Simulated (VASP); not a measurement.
# Cu (P2/m) in VASP: single point with PBEsol+D3(BJ)

Aim: the single point of Cu with PBEsol+D3(BJ).

Everything below comes from runs of VASP 6.6.1. Logs are shortened: lines on timing, memory, paths and dates and some standing lists are left out, and cuts for length are marked.

## Step 1: The cell of the first run

Symmetry: P2/m, No. 10, monoclinic system. The conventional cell has a = 11.568 Å, b = 2.255 Å, c = 21.267 Å, α = 90.00°, β = 102.48°, γ = 90.00°. Cu (site symmetry 2/m) has 2 Cu at 2.25 Å within 3.0 Å.

## Step 2: Single point, PBEsol+D3(BJ) (strain -0.0450 x Voigt [0, 0, 1, 0, 0, 0])

File INCAR:

```
SYSTEM = Cu
PREC     = Accurate       ! precision mode
ENCUT    = 520            ! plane-wave cutoff, eV
EDIFF    = 1E-6           ! SCF threshold, eV
ISMEAR   = 0              ! smearing method
SIGMA    = 0.15           ! smearing width, eV
LREAL    = .False.        ! projectors in reciprocal space
LASPH    = .True.         ! aspherical terms in the spheres
NELM     = 80             ! most SCF steps
ALGO     = Fast           ! electronic algorithm
ISIF     = 2              ! what is computed and relaxed
LWAVE    = .False.        ! write WAVECAR
LCHARG   = .True.         ! write CHGCAR
GGA      = PS             ! functional
IVDW     = 12             ! dispersion correction
LELF     = .True.         ! ELF
LVHAR    = .True.       
NBANDS   = 12             ! bands
```

File KPOINTS:

```
regular mesh
0
Gamma
  6 26 4
  0 0 0
```

File POSCAR:

```
Cu
1.0
   11.5683224068      0.0000000000      0.0000013383
    0.0000000000      2.2546350667      0.0000000000
   -4.5948541118      0.0000000000     20.7647156372
Cu
1
Direct
    0.5000000000      0.5000000000      0.5000000000
```

Potentials or basis: VASP PAW PBE potentials, release 64 (Cu).

Started as:

```console
> cat potpaw_PBE.64/Cu/POTCAR > POTCAR
> mpirun -np 1 vasp_std > vasp.out
```

OUTCAR:

```text
SYSTEM = Cu
   PREC = Accurate
   ENCUT = 520
   EDIFF = 1E-6
   ISMEAR = 0
   LREAL = .False.
   LASPH = .True.
   NELM = 80
   ISIF = 2
   GGA = PS
   IVDW = 12
 IVDW          = 12

 ion  position               nearest neighbor table
   1  0.500  0.500  0.500-

  LATTYP: Found a simple monoclinic cell.
 ALAT       =    11.5683224068
 B/A-ratio  =     0.1948973228
 C/A-ratio  =     1.8383840210
 COS(beta)  =    -0.2160552777

  Lattice vectors:

 A1 = (  11.5683224068,   0.0000000000,   0.0000013383)
 A2 = (   0.0000000000,   2.2546350667,   0.0000000000)
 A3 = (  -4.5948541118,   0.0000000000,  20.7647156372)

Analysis of symmetry for initial positions (statically):
=====================================================================
 Subroutine PRICEL returns:
 Original cell was already a primitive cell.

 Routine SETGRP: Setting up the symmetry group for a
 simple monoclinic supercell.

 Subroutine GETGRP returns: Found  4 space group operations
 (whereof  4 operations were pure point group operations)
 out of a pool of  4 trial point group operations.

The static configuration has the point symmetry C_2h.

Analysis of symmetry for dynamics (positions and initial velocities):
=====================================================================
 Subroutine PRICEL returns:
 Original cell was already a primitive cell.

 Routine SETGRP: Setting up the symmetry group for a
 simple monoclinic supercell.

 Subroutine GETGRP returns: Found  4 space group operations
 (whereof  4 operations were pure point group operations)
 out of a pool of  4 trial point group operations.

The dynamic configuration has the point symmetry C_2h.

 Subroutine INISYM returns: Found  4 space group operations
 (whereof  4 operations are pure point group operations),
 and found     1 'primitive' translations

----------------------------------------------------------------------------------------

                                     Primitive cell

  volume of cell :     541.5925

  direct lattice vectors                    reciprocal lattice vectors
    11.568322407  0.000000000  0.000001338     0.086442955  0.000000000  0.019128255
     0.000000000  2.254635067  0.000000000     0.000000000  0.443530758  0.000000000
    -4.594854112  0.000000000 20.764715637    -0.000000006  0.000000000  0.048158616

  length of vectors
    11.568322407  2.254635067 21.267019062     0.088534031  0.443530758  0.048158616

  position of ions in fractional coordinates (direct lattice)
     0.500000000  0.500000000  0.500000000

  ion indices of the primitive-cell ions
   primitive index   ion index
                 1           1

----------------------------------------------------------------------------------------

 KPOINTS: regular mesh

Automatic generation of k-mesh.
 Grid dimensions read from file:
 generate k-points for:    6   26    4

 Generating k-lattice:

  Cartesian coordinates                     Fractional coordinates (reciprocal lattice)
     0.014407159  0.000000000  0.003188042     0.166666667  0.000000000  0.000000000
     0.000000000  0.017058875  0.000000000     0.000000000  0.038461538  0.000000000
    -0.000000001  0.000000000  0.012039654     0.000000000  0.000000000  0.250000000

  Length of vectors
     0.014755672  0.017058875  0.012039654

  Shift w.r.t. Gamma in fractional coordinates (k-lattice)
     0.000000000  0.000000000  0.000000000

 Subroutine IBZKPT returns following result:
 ===========================================

 Found    196 irreducible k-points:

 Following reciprocal coordinates:
            Coordinates               Weight
  0.000000  0.000000  0.000000      1.000000
  0.166667  0.000000 -0.000000      2.000000
  0.333333  0.000000  0.000000      2.000000
  0.500000  0.000000 -0.000000      1.000000
  0.000000  0.038462  0.000000      2.000000
  0.166667  0.038462 -0.000000      4.000000
[... 16 lines left out ...]
  0.333333  0.192308  0.000000      4.000000
  0.500000  0.192308 -0.000000      2.000000
 [... further k-points ...]
   k-points           NKPTS =    196   k-points in BZ     NKDIM =    196   number of bands    NBANDS=     12
   number of dos      NEDOS =    301   number of ions     NIONS =      1
   total plane-waves  NPLWV = 259200
   dimension x,y,z NGX =    90 NGY =   18 NGZ =  160
   dimension x,y,z NGXF=   180 NGYF=   36 NGZF=  320
   ions per type =               1
   NGX,Y,Z   is equivalent  to a cutoff of  12.93, 13.27, 12.51 a.u.
   NGXF,Y,Z  is equivalent  to a cutoff of  25.87, 26.54, 25.01 a.u.
 SYSTEM =  Cu
   PREC   = accura    normal or accurate (medium, high low for compatibility)
   ISTART =      0    job   : 0-new  1-cont  2-samecut
   ICHARG =      2    charge: 1-file 2-atom 10-const
   ISPIN  =      1    spin polarized calculation?
   LNONCOLLINEAR =      F non collinear calculations
   LSORBIT =      F    spin-orbit coupling
   LASPH  =      T    aspherical Exc in radial PAW
   ENCUT  =  520.0 eV  38.22 Ry    6.18 a.u.  21.51  4.19 39.54*2*pi/ulx,y,z
   NELM   =     80;   NELMIN=  2; NELMDL= -5     # of ELM steps
   EDIFF  = 0.1E-05   stopping-criterion for ELM
   LREAL  =      F    real-space projection
[... 7 lines left out ...]
   TEBEG  =    0.0;   TEEND  =   0.0 temperature during run
   PSTRESS=    0.0 pullay stress
   NELECT =      11.0000    total number of electrons
   NUPDOWN=      -1.0000    fix difference up-down
   EMIN   =  10.00;   EMAX   =-10.00  energy-range for DOS
   EFERMI =   0.00;   METHOD = LEGACY
   ISMEAR =     0;   SIGMA  =   0.15  broadening in eV -4-tet -1-fermi 0-gaus
   EFERMI_NEDOS =   21; number of points for ismear=-14 and -15
   IALGO  =     68    algorithm
   IMIX   =      4    mixing-type and parameters
     AMIX     =   0.40;   BMIX     =  1.00
     AMIX_MAG =   1.60;   BMIX_MAG =  1.00
  volume/ion in A,a.u.               =     541.59      3654.85
  Fermi-wavevector in a.u.,A,eV,Ry     =   0.446665  0.844074  2.714488  0.199509
  Thomas-Fermi vector in A             =   1.425098
   LORBIT       =      0    0 simple, 1 ext, 2 COOP (PROOUT), +10 PAW based schemes
   GGA     = PS    functional components
   LHFCALC =     F    Hartree Fock is set to
   AEXX    =    0.0000 exact exchange contribution
   IVDW    =    12    specifies the selected vdW correction
   LEPSILON=     F    determine dielectric tensor
   LRPA    =     F    only Hartree local field effects (RPA)
 non-spin polarized calculation
 RMM-DIIS sequential band-by-band and
 Gauss-broadening in eV      SIGMA  =   0.15
  energy-cutoff  :      520.00
  volume of cell :      541.59
 maximum number of plane-waves:     14660
 NGX is ok and might be reduce to    90
   NGX = 43   NGY =  9   NGZ = 79

 number of electron      11.0000002 magnetization

 Free energy of the ion-electron system (eV)
  ---------------------------------------------------
  ext. energy  EPLUGINS =         0.00000000
  ---------------------------------------------------
  free energy    TOTEN  =        -1.94805659 eV

  energy without entropy =       -1.92814849  energy(sigma->0) =       -1.93810254

 E-fermi :  -5.0158     XC(G=0):  -0.7841

 val. band max:       -5.1125050407   @ k =   0.3333   0.0000   0.2500
 cond. band min:      -5.0081569543   @ k =   0.0000   0.2692   0.2500
 fundamental gap:      0.1043480864
 Fermi energy:        -5.0157784558

 k-point     1 :       0.0000    0.0000    0.0000
  band No.  band energies     occupation
      1      -8.5407      2.00000
      2      -6.1729      2.00000
      3      -5.9627      2.00000
      4      -5.9627      2.00000
      5      -5.1125      1.63822
      6      -5.1125      1.63820
      7      -2.0881      0.00000
      8      -2.0812      0.00000
      9       0.0427      0.00000
     10       0.4488      0.00000
     11       0.5521      0.00000
     12       1.0212      0.00000

 k-point     2 :       0.1667    0.0000   -0.0000
  band No.  band energies     occupation
      1      -8.5407      2.00000
      2      -6.1729      2.00000
      3      -5.9627      2.00000
      4      -5.9627      2.00000
      5      -5.1125      1.63822
      6      -5.1125      1.63821
      7      -2.0877      0.00000
      8      -2.0844      0.00000
      9       0.0888      0.00000
     10       0.4715      0.00000
     11       0.5898      0.00000
     12       0.9195      0.00000

 k-point     3 :       0.3333    0.0000    0.0000
  band No.  band energies     occupation
      1      -8.5406      2.00000
      2      -6.1729      2.00000
      3      -5.9627      2.00000
      4      -5.9627      2.00000
      5      -5.1125      1.63822
      6      -5.1125      1.63821
      7      -2.0908      0.00000
      8      -2.0871      0.00000
      9       0.2169      0.00000
     10       0.5304      0.00000
     11       0.6655      0.00000
     12       0.7078      0.00000
[... 286 lines left out ...]
 k-point    23 :       0.3333    0.1923    0.0000
  band No.  band energies     occupation
      1      -7.2768      2.00000
      2      -5.8582      2.00000
      3      -5.8582      2.00000
      4      -5.8297      2.00000
      5      -5.8297      2.00000
      6      -5.6393      2.00000
      7      -0.6790      0.00000
      8      -0.6735      0.00000
      9       1.2991      0.00000
     10       1.6254      0.00000
     11       1.7558      0.00000
     12       1.8170      0.00000

 k-point    24 :       0.5000    0.1923   -0.0000
  band No.  band energies     occupation
      1      -7.2768      2.00000
      2      -5.8582      2.00000
      3      -5.8582      2.00000
      4      -5.8297      2.00000
      5      -5.8297      2.00000
      6      -5.6393      2.00000
      7      -0.6836      0.00000
      8      -0.6729      0.00000
      9       1.4330      0.00000
     10       1.5961      0.00000
     11       1.6722      0.00000
     12       1.8396      0.00000

 [... further k-points ...]

------------------------ aborting loop because EDIFF is reached ----------------------------------------

 Edisp (eV)   -0.02797

 E8    (eV) :    -0.0192

  FORCE on cell =-STRESS in cart. coord.  units (eV):
  Direction    XX          YY          ZZ          XY          YZ          ZX
  --------------------------------------------------------------------------------------
  -------------------------------------------------------------------------------------
  Total      -0.01330     0.04013    -0.00857     0.00000     0.00000    -0.00066
  in kB      -0.03935     0.11870    -0.02535     0.00000     0.00000    -0.00194
  external pressure =        0.02 kB  Pullay stress =        0.00 kB

 VOLUME and BASIS-vectors are now :
 -----------------------------------------------------------------------------
  energy-cutoff  :      520.00
  volume of cell :      541.59
      direct lattice vectors                 reciprocal lattice vectors
    11.568322407  0.000000000  0.000001338     0.086442955  0.000000000  0.019128255
     0.000000000  2.254635067  0.000000000     0.000000000  0.443530758  0.000000000
    -4.594854112  0.000000000 20.764715637    -0.000000006  0.000000000  0.048158616

 POSITION                                       TOTAL-FORCE (eV/Angst)
 -----------------------------------------------------------------------------------
      3.48673      1.12732     10.38236         0.000000      0.000000      0.000000
 -----------------------------------------------------------------------------------
    total drift:                                0.000000     -0.000000     -0.000000

  FREE ENERGIE OF THE ION-ELECTRON SYSTEM (eV)
  ---------------------------------------------------
  free  energy   TOTEN  =        -1.9760257071 eV

  energy  without entropy=       -1.9561176139  energy(sigma->0) =       -1.96607166
```

It took 16 min on 1 thread of Intel Xeon 6975P-C (Granite Rapids), shared host; peak memory 1.5 GiB.

What came out:

* Free energy: -1.9760 eV
* Pressure: 0.0 GPa
* Band gap on the k mesh: zero (an odd number of electrons rules out a gap without spin polarisation)
* Dispersion energy per atom: -0.028 eV

Caveat: the cell differs from its parent crystal (strain -0.0450 x Voigt [0, 0, 1, 0, 0, 0]); the PAW data sets were made with another functional, which shifts forces and pressure a little.

The gap in the log of VASP goes by the Fermi energy; the results here count the filled bands.